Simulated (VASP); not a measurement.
# Se (P6_3/mmc) in VASP: further runs

Runs on Se. Level: revPBE. Tasks: single point.

Everything below comes from runs of VASP 6.6.1. Logs are shortened: lines on timing, memory, paths and dates and some standing lists are left out, and cuts for length are marked.

### 1 The cell of the first run

It takes space group P6_3/mmc (No. 194, hexagonal). Conventional cell: a = 3.546 Å, b = 3.546 Å, c = 3.695 Å, α = 90.00°, β = 90.00°, γ = 120.00°. Within 3.7 Å of Se (site symmetry -6m2) lie 14 Se at 2.76 to 3.69 Å.

This isn't the form of Se at room conditions, which is trigonal, of chains.

### 2 Single point, revPBE (20.12 Å³/atom)

The input, INCAR:

```
  PREC = Accurate
  ENCUT = 520
  EDIFF = 1E-7
  ISMEAR = -1
  SIGMA = 0.1
  LREAL = F
  LASPH = T
  NELM = 100
  ALGO = Normal
  ISIF = 2
  LWAVE = F
  LCHARG = F
  GGA = RE
  NBANDS = 13
```

The input, KPOINTS:

```
Automatic mesh
0
Gamma
  11 11 9
```

The input, POSCAR:

```
Se
1.0
    3.5462465659      0.0000000000      0.0000000000
   -1.7731232830      3.0711396141      0.0000000000
    0.0000000000      0.0000000000      3.6949901611
Se
2
Direct
    0.3333333333      0.6666666667      0.2500000000
    0.6666666667      0.3333333333      0.7500000000
```

Potentials or basis: VASP PAW PBE potentials, release 64 (Se).

Run with:

```sh
> cat potpaw_PBE.64/Se/POTCAR > POTCAR
> mpirun -np 1 vasp_std > vasp.out
```

OUTCAR:

```text
PREC = Accurate
   ENCUT = 520
   EDIFF = 1E-7
   ISMEAR = -1
   LREAL = F
   LASPH = T
   NELM = 100
   ISIF = 2
   GGA = RE

 ion  position               nearest neighbor table
   1  0.333  0.667  0.250-   2 2.76   2 2.76   2 2.76   2 2.76   2 2.76   2 2.76
   2  0.667  0.333  0.750-   1 2.76   1 2.76   1 2.76   1 2.76   1 2.76   1 2.76

  LATTYP: Found a hexagonal cell.
 ALAT       =     3.5462465659
 C/A-ratio  =     1.0419439518

  Lattice vectors:

 A1 = (   3.5462465659,   0.0000000000,   0.0000000000)
 A2 = (  -1.7731232830,   3.0711396141,   0.0000000000)
 A3 = (   0.0000000000,   0.0000000000,   3.6949901611)

Analysis of symmetry for initial positions (statically):
=====================================================================
 Subroutine PRICEL returns:
 Original cell was already a primitive cell.

 Routine SETGRP: Setting up the symmetry group for a
 hexagonal supercell.

 Subroutine GETGRP returns: Found 24 space group operations
 (whereof 12 operations were pure point group operations)
 out of a pool of 24 trial point group operations.

The static configuration has the point symmetry D_3d.
 The point group associated with its full space group is D_6h.

Analysis of symmetry for dynamics (positions and initial velocities):
=====================================================================
 Subroutine PRICEL returns:
 Original cell was already a primitive cell.

 Routine SETGRP: Setting up the symmetry group for a
 hexagonal supercell.

 Subroutine GETGRP returns: Found 24 space group operations
 (whereof 12 operations were pure point group operations)
 out of a pool of 24 trial point group operations.

The dynamic configuration has the point symmetry D_3d.
 The point group associated with its full space group is D_6h.

 Subroutine INISYM returns: Found 24 space group operations
 (whereof 12 operations are pure point group operations),
 and found     1 'primitive' translations

----------------------------------------------------------------------------------------

                                     Primitive cell

  volume of cell :      40.2422

  direct lattice vectors                    reciprocal lattice vectors
     3.546246566  0.000000000  0.000000000     0.281988289  0.162806014  0.000000000
    -1.773123283  3.071139614  0.000000000     0.000000000  0.325612029  0.000000000
     0.000000000  0.000000000  3.694990161     0.000000000  0.000000000  0.270636715

  length of vectors
     3.546246566  3.546246566  3.694990161     0.325612029  0.325612029  0.270636715

  position of ions in fractional coordinates (direct lattice)
     0.333333333  0.666666667  0.250000000
     0.666666667  0.333333333  0.750000000

  ion indices of the primitive-cell ions
   primitive index   ion index
                 1           1
                 2           2

----------------------------------------------------------------------------------------

 KPOINTS: Automatic mesh

Automatic generation of k-mesh.
 Grid dimensions read from file:
 generate k-points for:   11   11    9

 Generating k-lattice:

  Cartesian coordinates                     Fractional coordinates (reciprocal lattice)
     0.025635299  0.014800547  0.000000000     0.090909091 -0.000000000  0.000000000
     0.000000000  0.029601094  0.000000000     0.000000000  0.090909091  0.000000000
     0.000000000  0.000000000  0.030070746     0.000000000  0.000000000  0.111111111

  Length of vectors
     0.029601094  0.029601094  0.030070746

  Shift w.r.t. Gamma in fractional coordinates (k-lattice)
     0.000000000  0.000000000  0.000000000

 Subroutine IBZKPT returns following result:
 ===========================================

 Found     80 irreducible k-points:

 Following reciprocal coordinates:
            Coordinates               Weight
  0.000000  0.000000  0.000000      1.000000
  0.090909 -0.000000  0.000000      6.000000
  0.181818  0.000000  0.000000      6.000000
  0.272727  0.000000  0.000000      6.000000
  0.363636 -0.000000  0.000000      6.000000
  0.454545 -0.000000  0.000000      6.000000
[... 16 lines left out ...]
  0.090909  0.090909  0.111111     12.000000
  0.181818  0.090909  0.111111     24.000000
 [... further k-points ...]
   k-points           NKPTS =     80   k-points in BZ     NKDIM =     80   number of bands    NBANDS=     13
   number of dos      NEDOS =    301   number of ions     NIONS =      2
   total plane-waves  NPLWV =  21952
   dimension x,y,z NGX =    28 NGY =   28 NGZ =   28
   dimension x,y,z NGXF=    56 NGYF=   56 NGZF=   56
   ions per type =               2
   NGX,Y,Z   is equivalent  to a cutoff of  13.13, 13.13, 12.60 a.u.
   NGXF,Y,Z  is equivalent  to a cutoff of  26.25, 26.25, 25.20 a.u.
 SYSTEM =  unknown system
   PREC   = accura    normal or accurate (medium, high low for compatibility)
   ISTART =      0    job   : 0-new  1-cont  2-samecut
   ICHARG =      2    charge: 1-file 2-atom 10-const
[... 67 lines left out ...]
      5       3.4136      2.00000
      6       6.8818      0.00036
      7       6.8818      0.00036
      8       9.7889      0.00000
      9       9.9498      0.00000
     10      13.4806      0.00000
     11      16.2264      0.00000
     12      16.2264      0.00000
     13      17.8727      0.00000

 k-point     2 :       0.0909   -0.0000    0.0000
  band No.  band energies     occupation
      1     -10.7615      2.00000
      2      -4.0144      2.00000
      3       0.7937      2.00000
      4       3.1015      2.00000
      5       3.1912      2.00000
      6       6.6669      0.00306
      7       7.1419      0.00003
      8       9.5816      0.00000
      9      10.2167      0.00000
     10      13.8335      0.00000
     11      15.8555      0.00000
     12      16.2192      0.00000
     13      17.5744      0.00000

 k-point     3 :       0.1818    0.0000    0.0000
  band No.  band energies     occupation
      1     -10.4597      2.00000
      2      -4.4138      2.00000
      3       1.1100      2.00000
      4       2.4830      2.00000
      5       2.7134      2.00000
      6       6.1812      0.32898
      7       7.6927      0.00000
      8       8.6583      0.00000
      9      11.1495      0.00000
     10      13.6440      0.00000
     11      16.3908      0.00000
     12      16.6583      0.00000
     13      16.9798      0.00000

 k-point     4 :       0.2727    0.0000    0.0000
  band No.  band energies     occupation
      1      -9.9763      2.00000
      2      -5.0810      2.00000
      3       1.6169      2.00000
      4       1.9674      2.00000
      5       2.2315      2.00000
      6       5.7235      1.90070
      7       7.4916      0.00000
      8       8.2022      0.00000
      9      11.1651      0.00000
     10      14.1558      0.00000
     11      16.4174      0.00000
     12      16.9536      0.00000
     13      17.0343      0.00000

 k-point     5 :       0.3636   -0.0000    0.0000
  band No.  band energies     occupation
      1      -9.3605      2.00000
      2      -5.9096      2.00000
      3       1.6757      2.00000
      4       1.8692      2.00000
      5       2.2624      2.00000
      6       5.4400      1.99388
      7       6.3265      0.08796
      8       8.5206      0.00000
      9      10.3594      0.00000
     10      15.9291      0.00000
     11      16.0101      0.00000
     12      16.3589      0.00000
     13      17.9566      0.00000
[... 257 lines left out ...]
 k-point    22 :       0.4545   -0.0000    0.1111
  band No.  band energies     occupation
      1      -8.6866      2.00000
      2      -6.5990      2.00000
      3       0.7313      2.00000
      4       1.8031      2.00000
      5       3.3720      2.00000
      6       3.8635      2.00000
      7       7.1229      0.00003
      8       8.1891      0.00000
      9      10.3008      0.00000
     10      14.9404      0.00000
     11      16.2818      0.00000
     12      18.2125      0.00000
     13      19.2063      0.00000

 k-point    23 :       0.0909    0.0909    0.1111
  band No.  band energies     occupation
      1     -10.4412      2.00000
      2      -4.6390      2.00000
      3       0.9263      2.00000
      4       2.7975      2.00000
      5       3.3387      2.00000
      6       6.2008      0.27858
      7       7.2777      0.00001
      8       8.7724      0.00000
      9      11.2399      0.00000
     10      13.6318      0.00000
     11      15.1117      0.00000
     12      16.5071      0.00000
     13      18.1428      0.00000

 k-point    24 :       0.1818    0.0909    0.1111
  band No.  band energies     occupation
      1     -10.0504      2.00000
      2      -5.0152      2.00000
      3       0.7599      2.00000
      4       2.0889      2.00000
      5       3.4418      2.00000
      6       5.5945      1.97163
      7       7.5516      0.00000
      8       8.1127      0.00000
      9      11.8916      0.00000
     10      13.4496      0.00000
     11      15.3028      0.00000
     12      17.2868      0.00000
     13      18.0136      0.00000

 [... further k-points ...]

------------------------ aborting loop because EDIFF is reached ----------------------------------------

  FORCE on cell =-STRESS in cart. coord.  units (eV):
  Direction    XX          YY          ZZ          XY          YZ          ZX
  --------------------------------------------------------------------------------------
  -------------------------------------------------------------------------------------
  Total        2.1627619      2.1627619      3.3897651     -0.0000000      0.0000000      0.0000000
  in kB       86.1068137     86.1068137    134.9579302     -0.0000000      0.0000000      0.0000000
  external PRESSURE =     102.3905192 kB  Pullay stress =       0.0000000 kB

 VOLUME and BASIS-vectors are now :
 -----------------------------------------------------------------------------
  energy-cutoff  :      520.00
  volume of cell :       40.24
      direct lattice vectors                 reciprocal lattice vectors
     3.546246566  0.000000000  0.000000000     0.281988289  0.162806014  0.000000000
    -1.773123283  3.071139614  0.000000000     0.000000000  0.325612029  0.000000000
     0.000000000  0.000000000  3.694990161     0.000000000  0.000000000  0.270636715

 POSITION                                       TOTAL-FORCE (eV/Angst)
 -----------------------------------------------------------------------------------
     -0.00000      2.04743      0.92375        -0.000000      0.000000      0.000000
      1.77312      1.02371      2.77124         0.000000     -0.000000      0.000000
 -----------------------------------------------------------------------------------
    total drift:                               -0.000000      0.000000     -0.000000

  FREE ENERGIE OF THE ION-ELECTRON SYSTEM (eV)
  ---------------------------------------------------
  free  energy   TOTEN  =        -5.4547971230 eV

  energy  without entropy=       -5.4184967065  energy(sigma->0) =       -5.43664691
```

Wall time 16 s (1 thread of Intel Xeon Platinum 8488C (Sapphire Rapids), shared host); peak memory 0.17 GiB.

Results:

| Item | Value |
| --- | --- |
| Free energy | -5.4548 eV |
| Pressure | 10.2 GPa |
| Band gap on the k mesh | zero (bands 6 and 7 overlap by 2.03 eV) |

Stress tensor (GPa, compression positive):
```
 8.61  0.00  0.00
 0.00  8.61  0.00
 0.00  0.00 13.50
```

Caveat: the cell stands under pressure; the PAW data sets were made with another functional, which shifts forces and pressure a little.

### 3 Single point, revPBE (21.04 Å³/atom)

This run uses another cell than the first one, of 21.04 Å³/atom.

The input, INCAR:

```
SYSTEM = Se
PREC = Accurate ; ENCUT = 520
EDIFF = 1E-6 ; ISMEAR = -1
SIGMA = 0.1 ; LREAL = .False.
LASPH = .True. ; NELM = 60
ALGO = Normal ; ISIF = 2
LWAVE = .False. ; LCHARG = .False.
GGA = RE ; NBANDS = 13
```

The input, KPOINTS:

```
regular mesh
0
Gamma
  11 11 9
  0 0 0
```

The input, POSCAR:

```
Se
1.0
    3.5991834236      0.0000000000      0.0000000000
   -1.7995917118      3.1169842777      0.0000000000
    0.0000000000      0.0000000000      3.7501473998
Se
2
Direct
    0.3333333333      0.6666666667      0.2500000000
    0.6666666667      0.3333333333      0.7500000000
```

Potentials or basis: VASP PAW PBE potentials, release 64 (Se).

Run with:

```sh
> cat potpaw_PBE.64/Se/POTCAR > POTCAR
> mpirun -np 1 vasp_std > vasp.out
```

Wall time 16 s (1 thread of Intel Xeon Platinum 8488C (Sapphire Rapids), shared host); peak memory 0.17 GiB.

It converged, with:

| Item | Value |
| --- | --- |
| Free energy | -5.5466 eV |
| Pressure | 6.0 GPa |
| Band gap on the k mesh | zero (bands 6 and 7 overlap by 2.03 eV) |

Stress tensor (GPa, compression positive):
```
5.14 0.00 0.00
0.00 5.14 0.00
0.00 0.00 7.71
```

Levels at points of the mesh, in eV from the Fermi level:
```csv
k point,band 2,band 3,band 4,band 5,band 6,band 7,band 8,band 9,band 10,band 11
"(0.00, 0.00, 0.00)",-10.02,-5.06,-2.48,-2.48,0.85,0.85,3.68,3.98,7.40,10.13
```

Caveat: the cell stands under pressure; the PAW data sets were made with another functional, which shifts forces and pressure a little.

### 4 Single point, revPBE (22.86 Å³/atom)

This run uses another cell than the first one, of 22.86 Å³/atom.

The input, INCAR:

```
SYSTEM = Se
PREC = Accurate ; ENCUT = 520
EDIFF = 1E-6 ; ISMEAR = -1
SIGMA = 0.1 ; LREAL = .False.
LASPH = .True. ; NELM = 100
ALGO = Normal ; ISIF = 2
LWAVE = .False. ; LCHARG = .True.
GGA = RE ; LELF = .True.
LVHAR = .True. ; NBANDS = 13
```

KPOINTS is that of step 3.

The input, POSCAR:

```
Se
1.0
    3.7006218112      0.0000000000      0.0000000000
   -1.8503109056      3.2048324982      0.0000000000
    0.0000000000      0.0000000000      3.8558405142
Se
2
Direct
    0.3333333333      0.6666666667      0.2500000000
    0.6666666667      0.3333333333      0.7500000000
```

Run with:

```sh
> cat potpaw_PBE.64/Se/POTCAR > POTCAR
> mpirun -np 1 vasp_std > vasp.out
```

Run time: 21 s. Hardware: 1 thread of Intel Xeon Platinum 8488C (Sapphire Rapids), shared host; peak memory 0.18 GiB.

The run converged. Its results:

```yaml
Free_energy: -5.6085 eV
Pressure: -0.1 GPa
Band_gap_on_the_k_mesh: zero (bands 6 and 7 overlap by 2.00 eV)
```

Stress tensor (GPa, compression positive):
```
 0.11  0.00  0.00
 0.00  0.11  0.00
 0.00  0.00 -0.60
```

Levels at points of the mesh, in eV from the Fermi level:
| k point | band 4 | band 5 | band 6 | band 7 | band 8 | band 9 |
| --- | --- | --- | --- | --- | --- | --- |
| (0.00, 0.00, 0.00) | -2.25 | -2.25 | 0.80 | 0.80 | 3.24 | 4.36 |

Caveat: the PAW data sets were made with another functional, which shifts forces and pressure a little.

### 5 Single point, revPBE (23.78 Å³/atom)

This run uses another cell than the first one, of 23.78 Å³/atom.

The input, INCAR:

```
SYSTEM = Se
PREC = Accurate
ENCUT = 520
EDIFF = 1E-6
ISMEAR = -1
SIGMA = 0.1
LREAL = .FALSE.
LASPH = .TRUE.
NELM = 80
ALGO = Normal
ISIF = 2
LWAVE = .FALSE.
LCHARG = .FALSE.
GGA = RE
NBANDS = 13
```

The input, KPOINTS:

```
regular mesh
0
G
  11 11 9
  0 0 0
```

The input, POSCAR:

```
Se
1.0
    3.7493197880      0.0000000000      0.0000000000
   -1.8746598940      3.2470061833      0.0000000000
    0.0000000000      0.0000000000      3.9065810766
Se
2
Direct
    0.3333333333      0.6666666667      0.2500000000
    0.6666666667      0.3333333333      0.7500000000
```

Run with:

```sh
> cat potpaw_PBE.64/Se/POTCAR > POTCAR
> mpirun -np 1 vasp_std > vasp.out
```

It took 19 s on 1 thread of Intel Xeon Platinum 8488C (Sapphire Rapids), shared host; peak memory 0.18 GiB.

Results (log left out):

```yaml
Free_energy: -5.5942 eV
Pressure: -2.3 GPa
Band_gap_on_the_k_mesh: zero (bands 6 and 7 overlap by 1.94 eV)
```

Stress tensor (GPa, compression positive):
```
-1.67  0.00  0.00
 0.00 -1.67  0.00
 0.00  0.00 -3.55
```

Levels at points of the mesh, in eV from the Fermi level:
```
           k point  band 3  band 4  band 5  band 6  band 7  band 8  band 9  band 10
(0.00, 0.00, 0.00)   -4.36   -2.15   -2.15    0.78    0.78    3.05    4.52     7.18
```

Caveat: the PAW data sets were made with another functional, which shifts forces and pressure a little.

### 6 Single point, revPBE (24.69 Å³/atom)

This run uses another cell than the first one, of 24.69 Å³/atom.

The input, INCAR:

```
SYSTEM = Se
  ALGO = Normal
  EDIFF = 1E-7
  ENCUT = 520
  GGA = RE
  ISIF = 2
  ISMEAR = -1
  LASPH = .TRUE.
  LCHARG = .FALSE.
  LREAL = .FALSE.
  LWAVE = .FALSE.
  NBANDS = 13
  NELM = 100
  PREC = Accurate
  SIGMA = 0.1
```

The input, KPOINTS:

```
k-points
0
G
  11 11 9
  0 0 0
```

The input, POSCAR:

```
Se
1.0
    3.7967845709      0.0000000000      0.0000000000
   -1.8983922855      3.2881118911      0.0000000000
    0.0000000000      0.0000000000      3.9560367201
Se
2
Direct
    0.3333333333      0.6666666667      0.2500000000
    0.6666666667      0.3333333333      0.7500000000
```

Potentials or basis: VASP PAW PBE potentials, release 64 (Se).

Run with:

```sh
> cat potpaw_PBE.64/Se/POTCAR > POTCAR
> mpirun -np 1 vasp_std > vasp.out
```

Run time: 18 s. Hardware: 1 thread of Intel Xeon Platinum 8488C (Sapphire Rapids), shared host; peak memory 0.18 GiB.

It converged, with:

```yaml
Free_energy: -5.5577 eV
Pressure: -4.0 GPa
Band_gap_on_the_k_mesh: zero (bands 6 and 7 overlap by 1.86 eV)
```

Stress tensor (GPa, compression positive):
```
-3.09  0.00  0.00
 0.00 -3.09  0.00
 0.00  0.00 -5.90
```

Levels at points of the mesh, in eV from the Fermi level:
| k point | band 3 | band 4 | band 5 | band 6 | band 7 | band 8 | band 9 | band 10 |
| --- | --- | --- | --- | --- | --- | --- | --- | --- |
| (0.00, 0.00, 0.00) | -4.17 | -2.05 | -2.05 | 0.75 | 0.75 | 2.87 | 4.68 | 7.09 |

Caveat: the cell stands under tension; the PAW data sets were made with another functional, which shifts forces and pressure a little.

### 7 Single point, revPBE (25.61 Å³/atom)

This run uses another cell than the first one, of 25.61 Å³/atom.

The input, INCAR:

```
SYSTEM = Se
ALGO = Normal
EDIFF = 1E-6
ENCUT = 520
GGA = RE
ISIF = 2
ISMEAR = -1
LASPH = .TRUE.
LCHARG = .FALSE.
LREAL = .FALSE.
LWAVE = .FALSE.
NBANDS = 13
NELM = 60
PREC = Accurate
SIGMA = 0.1
```

KPOINTS is that of step 6.

The input, POSCAR:

```
Se
1.0
    3.8430913855      0.0000000000      0.0000000000
   -1.9215456928      3.3282147689      0.0000000000
    0.0000000000      0.0000000000      4.0042858255
Se
2
Direct
    0.3333333333      0.6666666667      0.2500000000
    0.6666666667      0.3333333333      0.7500000000
```

Run with:

```sh
> cat potpaw_PBE.64/Se/POTCAR > POTCAR
> mpirun -np 1 vasp_std > vasp.out
```

It took 22 s on 1 thread of Intel Xeon Platinum 8488C (Sapphire Rapids), shared host; peak memory 0.19 GiB.

It converged, with:

```
Free energy            : -5.5036 eV
Pressure               : -5.4 GPa
Band gap on the k mesh : zero (bands 6 and 7 overlap by 1.77 eV)
```

Stress tensor (GPa, compression positive):
```
-4.22  0.00  0.00
 0.00 -4.22  0.00
 0.00  0.00 -7.76
```

Levels at points of the mesh, in eV from the Fermi level:
| k point | band 3 | band 4 | band 5 | band 6 | band 7 | band 8 | band 9 | band 10 |
| --- | --- | --- | --- | --- | --- | --- | --- | --- |
| (0.00, 0.00, 0.00) | -3.98 | -1.96 | -1.96 | 0.73 | 0.73 | 2.71 | 4.83 | 7.00 |

Caveat: the cell stands under tension; the PAW data sets were made with another functional, which shifts forces and pressure a little.

### 8 Summary

```csv
cell,gap on the mesh (eV),pressure (GPa)
"a = 3.546, b = 3.546, c = 3.695 Å, angles 90.0, 90.0, 120.0°, 2 atoms",none,10.2
"a = 3.599, b = 3.599, c = 3.750 Å, angles 90.0, 90.0, 120.0°, 2 atoms",none,6.0
"a = 3.701, b = 3.701, c = 3.856 Å, angles 90.0, 90.0, 120.0°, 2 atoms",none,-0.1
"a = 3.749, b = 3.749, c = 3.907 Å, angles 90.0, 90.0, 120.0°, 2 atoms",none,-2.3
"a = 3.797, b = 3.797, c = 3.956 Å, angles 90.0, 90.0, 120.0°, 2 atoms",none,-4.0
"a = 3.843, b = 3.843, c = 4.004 Å, angles 90.0, 90.0, 120.0°, 2 atoms",none,-5.4
```

Alike in all rows: task single point; level revPBE; potentials or basis VASP PAW PBE potentials, release 64 (Se); no spin polarisation; k mesh 11 × 11 × 9; cutoff (eV) 520; smearing fermi-dirac 0.1 eV.

Caveats: the PAW data sets were made with another functional, which shifts forces and pressure a little; the cell stands under pressure (at least some runs); the cell stands under tension (at least some runs).

Absolute energies hang on the potentials; compare differences alone.
